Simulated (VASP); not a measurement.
The system is BaZrO3.

```
CELL_PARAMETERS angstrom
4.24650 0.00000 0.00000
0.00000 4.24650 0.00000
0.00000 0.00000 4.24650
ATOMIC_POSITIONS crystal
Ba 0.00000 0.00000 0.00000
Zr 0.50000 0.50000 0.50000
O 0.50000 0.50000 0.00000
O 0.50000 0.00000 0.50000
O 0.00000 0.50000 0.50000
```

Base run:

- Program: VASP 6.6.1
- Functional: PBE
- Potentials or basis: VASP PAW PBE potentials, release 64 (Ba_sv, Zr_sv, O)
- Cutoff: 520 eV
- k mesh: 6 × 6 × 6
- Occupations: fermi-dirac, width 0.05 eV
- Spin: no spin polarisation

Its results: band gap on the k mesh 3.10 eV, indirect (least direct gap 3.37 eV); pressure -1.1 GPa.

Question: The run is repeated on the same cell with these changes: functional from PBE to r2SCAN; further incar settings from ALGO = Normal; EDIFF = 1e-07; NBANDS = 28 to ALGO = Normal; EDIFF = 1e-06; NBANDS = 28. What comes out?

Answer: Band gap on the k mesh 3.60 eV, indirect (least direct gap 3.89 eV); pressure -3.6 GPa.

Caveats: spin-orbit coupling is left out, which moves the levels of the heavy elements; the PAW data sets were made with another functional, which shifts forces and pressure a little (some runs).

A k mesh can miss the band edges.
